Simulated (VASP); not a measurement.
# C (Fd-3m) in VASP: further runs

C is run at these levels: PBE; tasks: single point.

Program: VASP 6.6.1. These are calculated values, not measurements. Logs are shortened: lines on timing, memory, paths and dates and some standing lists are left out, and cuts for length are marked.

### Step 1. The cell of the first run

Symmetry: Fd-3m, No. 227, cubic system. The conventional cell has a = 3.602 Å, b = 3.602 Å, c = 3.602 Å, α = 90.00°, β = 90.00°, γ = 90.00°. Within 2.1 Å of C (site symmetry -43m) lie 4 C at 1.56 Å.

### Step 2. Single point, PBE

INCAR

```
PREC = Accurate
ENCUT = 520
EDIFF = 1E-6
ISMEAR = 0
SIGMA = 0.01
LREAL = False
LASPH = True
NELM = 60
ALGO = Normal
ISIF = 2
LWAVE = False
LCHARG = False
GGA = PE
NBANDS = 11
```

KPOINTS

```
regular mesh
0
Gamma
  8 8 8
```

POSCAR

```
C
1.0
    0.0000000000      1.8010282771      1.8010282771
    1.8010282771      0.0000000000      1.8010282771
    1.8010282771      1.8010282771      0.0000000000
C
2
Direct
    0.0000000000      0.0000000000      0.0000000000
    0.2500000000      0.2500000000      0.2500000000
```

Potentials or basis: VASP PAW PBE potentials, release 64 (C).

Launch:

```bash
> cat potpaw_PBE.64/C/POTCAR > POTCAR
> mpirun -np 1 vasp_std > vasp.out
```

OUTCAR:

```text
PREC = Accurate
   ENCUT = 520
   EDIFF = 1E-6
   ISMEAR = 0
   LREAL = False
   LASPH = True
   NELM = 60
   ISIF = 2
   GGA = PE

 ion  position               nearest neighbor table
   1  0.000  0.000  0.000-   2 1.56   2 1.56   2 1.56   2 1.56
   2  0.250  0.250  0.250-   1 1.56   1 1.56   1 1.56   1 1.56

  LATTYP: Found a face centered cubic cell.
 ALAT       =     3.6020565542

  Lattice vectors:

 A1 = (   0.0000000000,   1.8010282771,   1.8010282771)
 A2 = (   1.8010282771,   0.0000000000,   1.8010282771)
 A3 = (   1.8010282771,   1.8010282771,   0.0000000000)

Analysis of symmetry for initial positions (statically):
=====================================================================
 Subroutine PRICEL returns:
 Original cell was already a primitive cell.

 Routine SETGRP: Setting up the symmetry group for a
 face centered cubic supercell.

 Subroutine GETGRP returns: Found 48 space group operations
 (whereof 24 operations were pure point group operations)
 out of a pool of 48 trial point group operations.

The static configuration has the point symmetry T_d .
 The point group associated with its full space group is O_h .

Analysis of symmetry for dynamics (positions and initial velocities):
=====================================================================
 Subroutine PRICEL returns:
 Original cell was already a primitive cell.

 Routine SETGRP: Setting up the symmetry group for a
 face centered cubic supercell.

 Subroutine GETGRP returns: Found 48 space group operations
 (whereof 24 operations were pure point group operations)
 out of a pool of 48 trial point group operations.

The dynamic configuration has the point symmetry T_d .
 The point group associated with its full space group is O_h .

 Subroutine INISYM returns: Found 48 space group operations
 (whereof 24 operations are pure point group operations),
 and found     1 'primitive' translations

----------------------------------------------------------------------------------------

                                     Primitive cell

  volume of cell :      11.6840

  direct lattice vectors                    reciprocal lattice vectors
     0.000000000  1.801028277  1.801028277    -0.277619184  0.277619184  0.277619184
     1.801028277  0.000000000  1.801028277     0.277619184 -0.277619184  0.277619184
     1.801028277  1.801028277  0.000000000     0.277619184  0.277619184 -0.277619184

  length of vectors
     2.547038616  2.547038616  2.547038616     0.480850531  0.480850531  0.480850531

  position of ions in fractional coordinates (direct lattice)
     0.000000000  0.000000000  0.000000000
     0.250000000  0.250000000  0.250000000

  ion indices of the primitive-cell ions
   primitive index   ion index
                 1           1
                 2           2

----------------------------------------------------------------------------------------

 KPOINTS: regular mesh

Automatic generation of k-mesh.
 Grid dimensions read from file:
 generate k-points for:    8    8    8

 Generating k-lattice:

  Cartesian coordinates                     Fractional coordinates (reciprocal lattice)
    -0.034702398  0.034702398  0.034702398     0.125000000  0.000000000  0.000000000
     0.034702398 -0.034702398  0.034702398     0.000000000  0.125000000  0.000000000
     0.034702398  0.034702398 -0.034702398     0.000000000  0.000000000  0.125000000

  Length of vectors
     0.060106316  0.060106316  0.060106316

  Shift w.r.t. Gamma in fractional coordinates (k-lattice)
     0.000000000  0.000000000  0.000000000

 Subroutine IBZKPT returns following result:
 ===========================================

 Found     29 irreducible k-points:

 Following reciprocal coordinates:
            Coordinates               Weight
  0.000000  0.000000  0.000000      1.000000
  0.125000  0.000000  0.000000      8.000000
  0.250000  0.000000  0.000000      8.000000
  0.375000  0.000000  0.000000      8.000000
  0.500000  0.000000  0.000000      4.000000
  0.125000  0.125000  0.000000      6.000000
[... 16 lines left out ...]
  0.500000  0.250000  0.125000     48.000000
 -0.375000  0.250000  0.125000     24.000000
 [... further k-points ...]
   k-points           NKPTS =     29   k-points in BZ     NKDIM =     29   number of bands    NBANDS=     11
   number of dos      NEDOS =    301   number of ions     NIONS =      2
   total plane-waves  NPLWV =   8000
   dimension x,y,z NGX =    20 NGY =   20 NGZ =   20
   dimension x,y,z NGXF=    40 NGYF=   40 NGZF=   40
   ions per type =               2
   NGX,Y,Z   is equivalent  to a cutoff of  13.05, 13.05, 13.05 a.u.
   NGXF,Y,Z  is equivalent  to a cutoff of  26.11, 26.11, 26.11 a.u.
 SYSTEM =  unknown system
   PREC   = accura    normal or accurate (medium, high low for compatibility)
   ISTART =      0    job   : 0-new  1-cont  2-samecut
   ICHARG =      2    charge: 1-file 2-atom 10-const
   ISPIN  =      1    spin polarized calculation?
   LNONCOLLINEAR =      F non collinear calculations
   LSORBIT =      F    spin-orbit coupling
   LASPH  =      T    aspherical Exc in radial PAW
   ENCUT  =  520.0 eV  38.22 Ry    6.18 a.u.   4.74  4.74  4.74*2*pi/ulx,y,z
   NELM   =     60;   NELMIN=  2; NELMDL= -5     # of ELM steps
   EDIFF  = 0.1E-05   stopping-criterion for ELM
   LREAL  =      F    real-space projection
   EDIFFG = 0.1E-04   stopping-criterion for IOM
   NSW    =      0    number of steps for IOM
   IBRION =     -1    ionic relax: 0-MD 1-quasi-New 2-CG
   NFREE  =      0    steps in history (QN), initial steepest desc. (CG)
   ISIF   =      2    stress and relaxation
   ISYM   =      2    0-nonsym 1-usesym 2-fastsym
   POTIM  = 0.5000    time-step for ionic-motion
   TEBEG  =    0.0;   TEEND  =   0.0 temperature during run
   PSTRESS=    0.0 pullay stress
   NELECT =       8.0000    total number of electrons
   NUPDOWN=      -1.0000    fix difference up-down
   EMIN   =  10.00;   EMAX   =-10.00  energy-range for DOS
   EFERMI =   0.00;   METHOD = LEGACY
   ISMEAR =     0;   SIGMA  =   0.01  broadening in eV -4-tet -1-fermi 0-gaus
   EFERMI_NEDOS =   21; number of points for ismear=-14 and -15
   IALGO  =     38    algorithm
   IMIX   =      4    mixing-type and parameters
     AMIX     =   0.40;   BMIX     =  1.00
     AMIX_MAG =   1.60;   BMIX_MAG =  1.00
  volume/ion in A,a.u.               =       5.84        39.42
  Fermi-wavevector in a.u.,A,eV,Ry     =   1.442916  2.726715 28.327408  2.082006
  Thomas-Fermi vector in A             =   2.561382
   LORBIT       =      0    0 simple, 1 ext, 2 COOP (PROOUT), +10 PAW based schemes
   GGA     = PE    functional components
   LHFCALC =     F    Hartree Fock is set to
   AEXX    =    0.0000 exact exchange contribution
   IVDW    =     0    specifies the selected vdW correction
   LEPSILON=     F    determine dielectric tensor
   LRPA    =     F    only Hartree local field effects (RPA)
 non-spin polarized calculation
 Gauss-broadening in eV      SIGMA  =   0.01
  energy-cutoff  :      520.00
  volume of cell :       11.68
 maximum number of plane-waves:       332
   NGX =  9   NGY =  9   NGZ =  9

 number of electron       8.0000000 magnetization

 Free energy of the ion-electron system (eV)
  ---------------------------------------------------
  ext. energy  EPLUGINS =         0.00000000
  ---------------------------------------------------
  free energy    TOTEN  =       -18.17667489 eV

  energy without entropy =      -18.17667489  energy(sigma->0) =      -18.17667489

 E-fermi :   9.4301     XC(G=0): -13.1028

 val. band max:        9.3073321118   @ k =   0.0000   0.0000   0.0000
 cond. band min:      13.3755558758   @ k =   0.3750   0.3750   0.0000
 fundamental gap:      4.0682237640
 Fermi energy:         9.4300870326

 k-point     1 :       0.0000    0.0000    0.0000
  band No.  band energies     occupation
      1     -11.7767      2.00000
      2       9.3073      2.00000
      3       9.3073      2.00000
      4       9.3073      2.00000
      5      14.8160      0.00000
      6      14.8160      0.00000
      7      14.8160      0.00000
      8      21.9685      0.00000
      9      28.2279      0.00000
     10      35.5200      0.00000
     11      35.5200      0.00000

 k-point     2 :       0.1250    0.0000    0.0000
  band No.  band energies     occupation
      1     -11.3532      2.00000
      2       6.9460      2.00000
      3       8.6756      2.00000
      4       8.6756      2.00000
      5      15.6475      0.00000
      6      15.6475      0.00000
      7      16.0325      0.00000
      8      22.3855      0.00000
      9      28.8728      0.00000
     10      32.5386      0.00000
     11      32.5386      0.00000

 k-point     3 :       0.2500    0.0000    0.0000
  band No.  band energies     occupation
      1     -10.0967      2.00000
      2       2.8545      2.00000
      3       7.6120      2.00000
      4       7.6120      2.00000
      5      16.9582      0.00000
      6      16.9582      0.00000
      7      17.1780      0.00000
      8      23.4619      0.00000
      9      29.6347      0.00000
     10      31.4662      0.00000
     11      31.4662      0.00000

 k-point     4 :       0.3750    0.0000    0.0000
  band No.  band energies     occupation
      1      -8.0797      2.00000
      2      -1.1391      2.00000
      3       6.8491      2.00000
      4       6.8491      2.00000
      5      17.5591      0.00000
      6      17.5591      0.00000
      7      17.6384      0.00000
      8      24.4385      0.00000
      9      30.0518      0.00000
     10      32.9954      0.00000
     11      32.9954      0.00000

 k-point     5 :       0.5000    0.0000    0.0000
  band No.  band energies     occupation
      1      -6.1689      2.00000
      2      -3.7423      2.00000
      3       6.5831      2.00000
      4       6.5831      2.00000
      5      17.6413      0.00000
      6      17.6413      0.00000
      7      17.7583      0.00000
      8      24.7296      0.00000
      9      30.7788      0.00000
     10      32.9404      0.00000
     11      34.8343      0.00000
[... 211 lines left out ...]
 k-point    21 :       0.5000    0.5000    0.0000
  band No.  band energies     occupation
      1      -3.2498      2.00000
      2      -3.2498      2.00000
      3       3.1864      2.00000
      4       3.1864      2.00000
      5      14.0040      0.00000
      6      14.0040      0.00000
      7      25.6721      0.00000
      8      25.6721      0.00000
      9      32.0054      0.00000
     10      32.0054      0.00000
     11      41.1854      0.00000

 k-point    22 :       0.3750    0.2500    0.1250
  band No.  band energies     occupation
      1      -8.9949      2.00000
      2       2.9042      2.00000
      3       3.9584      2.00000
      4       6.4916      2.00000
      5      15.7588      0.00000
      6      19.1234      0.00000
      7      20.6124      0.00000
      8      20.7704      0.00000
      9      29.5374      0.00000
     10      30.5016      0.00000
     11      34.6357      0.00000

 k-point    23 :       0.5000    0.2500    0.1250
  band No.  band energies     occupation
      1      -7.0176      2.00000
      2      -0.3440      2.00000
      3       3.1736      2.00000
      4       5.3396      2.00000
      5      17.1376      0.00000
      6      18.7389      0.00000
      7      21.3369      0.00000
      8      22.3577      0.00000
      9      29.1488      0.00000
     10      31.1669      0.00000
     11      35.0220      0.00000

 k-point    24 :      -0.3750    0.2500    0.1250
  band No.  band energies     occupation
      1      -5.1741      2.00000
      2      -2.7703      2.00000
      3       3.1284      2.00000
      4       4.7574      2.00000
      5      17.5093      0.00000
      6      18.4998      0.00000
      7      21.9692      0.00000
      8      23.8179      0.00000
      9      27.3754      0.00000
     10      32.6890      0.00000
     11      35.2308      0.00000

 [... further k-points ...]

------------------------ aborting loop because EDIFF is reached ----------------------------------------

  FORCE on cell =-STRESS in cart. coord.  units (eV):
  Direction    XX          YY          ZZ          XY          YZ          ZX
  --------------------------------------------------------------------------------------
  -------------------------------------------------------------------------------------
  Total       -0.7259357     -0.7259357     -0.7259357      0.0000000      0.0000000     -0.0000000
  in kB      -99.5444770    -99.5444770    -99.5444770      0.0000000      0.0000000     -0.0000000
  external PRESSURE =     -99.5444770 kB  Pullay stress =       0.0000000 kB

 VOLUME and BASIS-vectors are now :
 -----------------------------------------------------------------------------
  energy-cutoff  :      520.00
  volume of cell :       11.68
      direct lattice vectors                 reciprocal lattice vectors
     0.000000000  1.801028277  1.801028277    -0.277619184  0.277619184  0.277619184
     1.801028277  0.000000000  1.801028277     0.277619184 -0.277619184  0.277619184
     1.801028277  1.801028277  0.000000000     0.277619184  0.277619184 -0.277619184

 POSITION                                       TOTAL-FORCE (eV/Angst)
 -----------------------------------------------------------------------------------
      0.00000      0.00000      0.00000         0.000000      0.000000      0.000000
      0.90051      0.90051      0.90051        -0.000000     -0.000000     -0.000000
 -----------------------------------------------------------------------------------
    total drift:                                0.000000      0.000000      0.000000

  FREE ENERGIE OF THE ION-ELECTRON SYSTEM (eV)
  ---------------------------------------------------
  free  energy   TOTEN  =       -18.1766748947 eV

  energy  without entropy=      -18.1766748947  energy(sigma->0) =      -18.17667489
```

Run time: 3.1 s. Hardware: 1 thread of Intel Xeon Platinum 8375C at 2.90GHz (Ice Lake), shared host; peak memory 0.11 GiB.

What came out:

```
Free energy            : -18.1767 eV
Pressure               : -10.0 GPa
Band gap on the k mesh : 4.07 eV, indirect (least direct gap 5.51 eV)
```

A k mesh can miss the band edges. Expect the measured gap to be larger: semilocal functionals such as PBE lack the derivative discontinuity.

### Step 3. Single point, PBE

This run uses another cell than the first one, of 6.01 Å³/atom, 1.029 times its volume.

INCAR

```
SYSTEM = C
  PREC = Accurate
  ENCUT = 520
  EDIFF = 1E-6
  ISMEAR = 0
  SIGMA = 0.01
  LREAL = .FALSE.
  LASPH = .TRUE.
  NELM = 60
  ALGO = Normal
  ISIF = 2
  LWAVE = .FALSE.
  LCHARG = .FALSE.
  GGA = PE
  NBANDS = 11
```

KPOINTS

```
regular mesh
0
G
  8 8 8
  0 0 0
```

POSCAR

```
C
1.0
    0.0000000000      1.8183469191      1.8183469191
    1.8183469191      0.0000000000      1.8183469191
    1.8183469191      1.8183469191      0.0000000000
C
2
Direct
    0.0000000000      0.0000000000      0.0000000000
    0.2500000000      0.2500000000      0.2500000000
```

Potentials or basis: VASP PAW PBE potentials, release 64 (C).

Launch:

```bash
> cat potpaw_PBE.64/C/POTCAR > POTCAR
> mpirun -np 1 vasp_std > vasp.out
```

It took 3.2 s on 1 thread of Intel Xeon Platinum 8375C at 2.90GHz (Ice Lake), shared host; peak memory 0.11 GiB.

It converged, with:

- Free energy: -18.1443 eV
- Pressure: -20.7 GPa
- Band gap on the k mesh: 4.01 eV, indirect (least direct gap 5.43 eV)

Levels at points of the mesh, in eV from the valence-band top:
```csv
k point,band 1,band 2,band 3,band 4,band 5,band 6,band 7,band 8
"(0.00, 0.00, 0.00)",-20.71,0.00,0.00,0.00,5.43,5.43,5.43,12.02
"(0.50, 0.00, 0.00)",-15.26,-12.74,-2.65,-2.65,8.07,8.21,8.21,15.15
"(0.50, 0.50, 0.00)",-12.36,-12.36,-5.95,-5.95,4.64,4.64,15.94,15.94
```
